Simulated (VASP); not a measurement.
# TiSi31 (a cell with a defect) in VASP: single point with PBEsol

Aim: the single point of TiSi31 (a cell with a defect) with PBEsol.

All numbers are computed with VASP 6.6.1; they aren't measurements. Logs are shortened: lines on timing, memory, paths and dates and some standing lists are left out, and cuts for length are marked.

## (1) The cell of the first run

The cell holds a defect, 32 atoms: a = 9.412 Å, b = 9.412 Å, c = 9.412 Å, α = 109.47°, β = 109.47°, γ = 109.47°.

## (2) Single point, PBEsol

The input, INCAR:

```
PREC = Accurate
ENCUT = 520
EDIFF = 1E-7
ISMEAR = 0
SIGMA = 0.02
LREAL = Auto
LASPH = True
NELM = 60
ALGO = Normal
ISIF = 2
LWAVE = False
LCHARG = False
GGA = PS
NBANDS = 90
```

The input, KPOINTS:

```
Automatic mesh
0
Gamma
  2 2 2
  0.5 0.5 0.5
```

The input, POSCAR:

```
TiSi31
1.0
   -5.4338340904     -5.4338340904     -5.4338340904
    5.4338340904      5.4338340904     -5.4338340904
    5.4338340904     -5.4338340904      5.4338340904
Ti Si
1 31
Direct
    0.5000000000      0.7500000000      0.5000000000
    0.5000000000      0.4972143099      0.7514355944
    0.2472143099      0.7500000000      0.7514355944
    0.5000000000      0.2500000000      0.0000000000
    0.2485644056      0.4985644056     -0.0042212846
    0.0000000000      0.7500000000      0.0000000000
    0.5000000000      0.0014355944      0.2472143099
    0.2485644056      0.2457787154      0.2485644056
   -0.0042212846      0.4985644056      0.2485644056
    0.7514355944      0.7500000000      0.2472143099
    0.2472143099      0.0014355944      0.5000000000
    0.0000000000      0.2500000000      0.5000000000
    0.7514355944      0.4972143099      0.5000000000
    0.0042212846      0.0027856901      0.7527856901
    0.7527856901      0.2542212846      0.7527856901
    0.7527856901      0.0027856901      0.0042212846
    0.7642285291      0.7500000000      0.5000000000
    0.7512427735      0.5019488886      0.7512427735
    0.5000000000      0.7500000000      0.7642285291
    0.7480511114      0.2492938850     -0.0007061150
    0.5000000000      0.4987572265      0.0007061150
    0.2487572265      0.7500000000      0.0007061150
    0.7512427735      0.0012427735      0.2519488886
    0.5000000000      0.2507061150      0.2487572265
    0.2357714709      0.4857714709      0.2357714709
    0.0007061150      0.7500000000      0.2487572265
    0.5000000000      0.0142285291      0.5000000000
    0.2487572265      0.2507061150      0.5000000000
    0.0007061150      0.4987572265      0.5000000000
    0.2519488886      0.0012427735      0.7512427735
   -0.0007061150      0.2492938850      0.7480511114
   -0.0007061150     -0.0019488886     -0.0007061150
```

Potentials or basis: VASP PAW PBE potentials, release 64 (Ti_sv, Si).

Started as:

```
> cat potpaw_PBE.64/Ti_sv/POTCAR potpaw_PBE.64/Si/POTCAR > POTCAR
> mpirun -np 1 vasp_std > vasp.out
```

OUTCAR:

```text
PREC = Accurate
   ENCUT = 520
   EDIFF = 1E-7
   ISMEAR = 0
   LREAL = Auto
   LASPH = True
   NELM = 60
   ISIF = 2
   GGA = PS

 ion  position               nearest neighbor table
   1  0.500  0.750  0.500-  17 2.49  19 2.49  25 2.49  27 2.49
   2  0.500  0.497  0.751-  21 2.34  19 2.34  18 2.35  28 2.35
   3  0.247  0.750  0.751-  22 2.34  19 2.34  30 2.35  29 2.35
   4  0.500  0.250  0.000-  20 2.34  30 2.34  24 2.34  21 2.34
   5  0.249  0.499  0.996-  31 2.34  25 2.34  21 2.35  22 2.35
   6  0.000  0.750  0.000-  32 2.34  18 2.34  26 2.34  22 2.34
[... 24 lines left out ...]
  31  0.999  0.249  0.748-  12 2.34   5 2.34  14 2.35  15 2.35
  32  0.999  0.998  0.999-   6 2.34   8 2.34  14 2.35  16 2.35

  LATTYP: Found a body centered cubic cell.
 ALAT       =    10.8676681808

  Lattice vectors:

 A1 = (  -5.4338340904,  -5.4338340904,  -5.4338340904)
 A2 = (   5.4338340904,   5.4338340904,  -5.4338340904)
 A3 = (   5.4338340904,  -5.4338340904,   5.4338340904)

Analysis of symmetry for initial positions (statically):
=====================================================================
 Subroutine PRICEL returns:
 Original cell was already a primitive cell.

 Routine SETGRP: Setting up the symmetry group for a
 body centered cubic supercell.

 Subroutine GETGRP returns: Found 24 space group operations
 (whereof  2 operations were pure point group operations)
 out of a pool of 48 trial point group operations.

The static configuration has the point symmetry C_1h.
 The point group associated with its full space group is T_d .

Analysis of symmetry for dynamics (positions and initial velocities):
=====================================================================
 Subroutine PRICEL returns:
 Original cell was already a primitive cell.

 Routine SETGRP: Setting up the symmetry group for a
 body centered cubic supercell.

 Subroutine GETGRP returns: Found 24 space group operations
 (whereof  2 operations were pure point group operations)
 out of a pool of 48 trial point group operations.

The dynamic configuration has the point symmetry C_1h.
 The point group associated with its full space group is T_d .

 Subroutine INISYM returns: Found 24 space group operations
 (whereof  2 operations are pure point group operations),
 and found     1 'primitive' translations

----------------------------------------------------------------------------------------

                                     Primitive cell

  volume of cell :     641.7696

  direct lattice vectors                    reciprocal lattice vectors
    -5.433834090 -5.433834090 -5.433834090     0.000000000 -0.092016059 -0.092016059
     5.433834090  5.433834090 -5.433834090     0.092016059  0.000000000 -0.092016059
     5.433834090 -5.433834090  5.433834090     0.092016059 -0.092016059  0.000000000

  length of vectors
     9.411676724  9.411676724  9.411676724     0.130130359  0.130130359  0.130130359

  position of ions in fractional coordinates (direct lattice)
     0.500000000  0.750000000  0.500000000
     0.500000000  0.497214310  0.751435594
     0.247214310  0.750000000  0.751435594
     0.500000000  0.250000000  0.000000000
     0.248564406  0.498564406  0.995778715
     0.000000000  0.750000000  0.000000000
[... 24 lines left out ...]
     0.999293885  0.249293885  0.748051111
     0.999293885  0.998051111  0.999293885

  ion indices of the primitive-cell ions
   primitive index   ion index
                 1           1
                 2           2
                 3           3
                 4           4
                 5           5
                 6           6
[... 24 lines left out ...]
                31          31
                32          32

----------------------------------------------------------------------------------------

 KPOINTS: Automatic mesh

Automatic generation of k-mesh.
 Grid dimensions read from file:
 generate k-points for:    2    2    2

 Generating k-lattice:

  Cartesian coordinates                     Fractional coordinates (reciprocal lattice)
     0.000000000 -0.046008030 -0.046008030     0.500000000  0.000000000  0.000000000
     0.046008030  0.000000000 -0.046008030     0.000000000  0.500000000  0.000000000
     0.046008030 -0.046008030  0.000000000     0.000000000  0.000000000  0.500000000

  Length of vectors
     0.065065180  0.065065180  0.065065180

  Shift w.r.t. Gamma in fractional coordinates (k-lattice)
     0.500000000  0.500000000  0.500000000

 Subroutine IBZKPT returns following result:
 ===========================================

 Found      2 irreducible k-points:

 Following reciprocal coordinates:
            Coordinates               Weight
  0.250000  0.250000  0.250000      2.000000
 -0.250000  0.250000  0.250000      6.000000
   k-points           NKPTS =      2   k-points in BZ     NKDIM =      2   number of bands    NBANDS=     90
   number of dos      NEDOS =    301   number of ions     NIONS =     32
   total plane-waves  NPLWV = 343000
   dimension x,y,z NGX =    70 NGY =   70 NGZ =   70
   dimension x,y,z NGXF=   140 NGYF=  140 NGZF=  140
   ions per type =               1  31
   NGX,Y,Z   is equivalent  to a cutoff of  12.36, 12.36, 12.36 a.u.
   NGXF,Y,Z  is equivalent  to a cutoff of  24.73, 24.73, 24.73 a.u.
 SYSTEM =  unknown system
   PREC   = accura    normal or accurate (medium, high low for compatibility)
   ISTART =      0    job   : 0-new  1-cont  2-samecut
   ICHARG =      2    charge: 1-file 2-atom 10-const
   ISPIN  =      1    spin polarized calculation?
   LNONCOLLINEAR =      F non collinear calculations
   LSORBIT =      F    spin-orbit coupling
   LASPH  =      T    aspherical Exc in radial PAW
   ENCUT  =  520.0 eV  38.22 Ry    6.18 a.u.  17.50 17.50 17.50*2*pi/ulx,y,z
   NELM   =     60;   NELMIN=  2; NELMDL= -5     # of ELM steps
   EDIFF  = 0.1E-06   stopping-criterion for ELM
   LREAL  =      T    real-space projection
   EDIFFG = 0.1E-05   stopping-criterion for IOM
   NSW    =      0    number of steps for IOM
   IBRION =     -1    ionic relax: 0-MD 1-quasi-New 2-CG
   NFREE  =      0    steps in history (QN), initial steepest desc. (CG)
   ISIF   =      2    stress and relaxation
   ISYM   =      2    0-nonsym 1-usesym 2-fastsym
   POTIM  = 0.5000    time-step for ionic-motion
   TEBEG  =    0.0;   TEEND  =   0.0 temperature during run
   PSTRESS=    0.0 pullay stress
   NELECT =     136.0000    total number of electrons
   NUPDOWN=      -1.0000    fix difference up-down
   EMIN   =  10.00;   EMAX   =-10.00  energy-range for DOS
   EFERMI =   0.00;   METHOD = LEGACY
   ISMEAR =     0;   SIGMA  =   0.02  broadening in eV -4-tet -1-fermi 0-gaus
   EFERMI_NEDOS =   21; number of points for ismear=-14 and -15
   IALGO  =     38    algorithm
   IMIX   =      4    mixing-type and parameters
     AMIX     =   0.40;   BMIX     =  1.00
     AMIX_MAG =   1.60;   BMIX_MAG =  1.00
  volume/ion in A,a.u.               =      20.06       135.34
  Fermi-wavevector in a.u.,A,eV,Ry     =   0.976026  1.844422 12.961276  0.952627
  Thomas-Fermi vector in A             =   2.106612
   LORBIT       =      0    0 simple, 1 ext, 2 COOP (PROOUT), +10 PAW based schemes
   GGA     = PS    functional components
   LHFCALC =     F    Hartree Fock is set to
   AEXX    =    0.0000 exact exchange contribution
   IVDW    =     0    specifies the selected vdW correction
   LEPSILON=     F    determine dielectric tensor
   LRPA    =     F    only Hartree local field effects (RPA)
 non-spin polarized calculation
 Gauss-broadening in eV      SIGMA  =   0.02
  energy-cutoff  :      520.00
  volume of cell :      641.77
 maximum number of plane-waves:     17304
 NGX is ok and might be reduce to    70
   NGX = 35   NGY = 35   NGZ = 35

 number of electron     135.9999994 magnetization

 Free energy of the ion-electron system (eV)
  ---------------------------------------------------
  ext. energy  EPLUGINS =         0.00000000
  ---------------------------------------------------
  free energy    TOTEN  =      -184.02714435 eV

  energy without entropy =     -184.02714435  energy(sigma->0) =     -184.02714435

 E-fermi :   5.4317     XC(G=0):  -9.5813

 val. band max:        5.2510524049   @ k =  -0.2500   0.2500   0.2500
 cond. band min:       6.1291324405   @ k =  -0.2500   0.2500   0.2500
 fundamental gap:      0.8780800355
 Fermi energy:         5.4317301817

 k-point     1 :       0.2500    0.2500    0.2500
  band No.  band energies     occupation
      1     -50.9639      2.00000
      2     -27.3369      2.00000
      3     -27.3369      2.00000
      4     -27.3369      2.00000
      5      -5.4319      2.00000
      6      -5.4319      2.00000
[... 72 lines left out ...]
     79       7.3102      0.00000
     80       7.4282      0.00000

 k-point     2 :      -0.2500    0.2500    0.2500
  band No.  band energies     occupation
      1     -50.9639      2.00000
      2     -27.3369      2.00000
      3     -27.3369      2.00000
      4     -27.3369      2.00000
      5      -5.8903      2.00000
      6      -4.9239      2.00000
[... 72 lines left out ...]
     79       7.8557      0.00000
     80       7.9557      0.00000
 [bands above 80 left out]

------------------------ aborting loop because EDIFF is reached ----------------------------------------

  FORCE on cell =-STRESS in cart. coord.  units (eV):
  Direction    XX          YY          ZZ          XY          YZ          ZX
  --------------------------------------------------------------------------------------
  -------------------------------------------------------------------------------------
  Total        5.4625995      5.4625995      5.4625995     -0.0000000     -0.0000000     -0.0000000
  in kB       13.6373765     13.6373765     13.6373765     -0.0000000     -0.0000000     -0.0000000
  external PRESSURE =      13.6373765 kB  Pullay stress =       0.0000000 kB

 VOLUME and BASIS-vectors are now :
 -----------------------------------------------------------------------------
  energy-cutoff  :      520.00
  volume of cell :      641.77
      direct lattice vectors                 reciprocal lattice vectors
    -5.433834090 -5.433834090 -5.433834090     0.000000000 -0.092016059 -0.092016059
     5.433834090  5.433834090 -5.433834090     0.092016059  0.000000000 -0.092016059
     5.433834090 -5.433834090  5.433834090     0.092016059 -0.092016059  0.000000000

 POSITION                                       TOTAL-FORCE (eV/Angst)
 -----------------------------------------------------------------------------------
      4.07538     -1.35846     -4.07538         0.000000      0.000000     -0.000000
      4.06804     -4.09831     -1.33552         0.012754      0.017411     -0.017411
      6.81523     -1.35112     -1.33552        -0.017411     -0.012754     -0.017411
     -1.35846     -1.35846     -4.07538         0.000000      0.000000     -0.000000
      6.76935     -4.05244      1.35112         0.017411     -0.017411      0.012754
      4.07538      4.07538     -4.07538         0.000000      0.000000     -0.000000
[... 24 lines left out ...]
     -0.01059     -8.14016     -2.71983        -0.005000      0.005000     -0.006058
      5.42324     -5.43675     -5.42324        -0.005000     -0.006058      0.005000
 -----------------------------------------------------------------------------------
    total drift:                                0.000000     -0.000000     -0.000000

  FREE ENERGIE OF THE ION-ELECTRON SYSTEM (eV)
  ---------------------------------------------------
  free  energy   TOTEN  =      -184.0271443542 eV

  energy  without entropy=     -184.0271443542  energy(sigma->0) =     -184.02714435
```

It took 2.8 min on 1 thread of Intel Xeon 6975P-C (Granite Rapids), shared host; peak memory 0.69 GiB.

Results:

| Item | Value |
| --- | --- |
| Free energy | -184.0271 eV |
| Pressure | 1.4 GPa |
| Largest force | 0.028 eV/Å |
| Band gap on the k mesh | 0.88 eV |

Forces on the atoms (eV/Å):
```
Ti   0.000  0.000  0.000
Si   0.013  0.017 -0.017
Si  -0.017 -0.013 -0.017
Si   0.000  0.000  0.000
Si   0.017 -0.017  0.013
Si   0.000  0.000  0.000
Si   0.013 -0.017  0.017
Si   0.017  0.013 -0.017
Si  -0.013 -0.017 -0.017
Si   0.017 -0.013  0.017
Si  -0.017 -0.017 -0.013
Si   0.000  0.000  0.000
Si   0.017  0.017 -0.013
Si  -0.013  0.017  0.017
Si  -0.017  0.013  0.017
Si  -0.017  0.017  0.013
Si  -0.007 -0.007 -0.007
Si   0.005 -0.006 -0.005
Si   0.007 -0.007  0.007
Si   0.006  0.005  0.005
Si  -0.006 -0.005  0.005
Si   0.005  0.006  0.005
Si   0.005 -0.005 -0.006
Si  -0.006  0.005 -0.005
Si  -0.007  0.007  0.007
Si  -0.005  0.006 -0.005
Si   0.007  0.007 -0.007
Si   0.005  0.005  0.006
Si  -0.005 -0.005  0.006
Si   0.006 -0.005 -0.005
Si  -0.005  0.005 -0.006
Si  -0.005 -0.006  0.005
```

Caveat: the PAW data sets were made with another functional, which shifts forces and pressure a little.
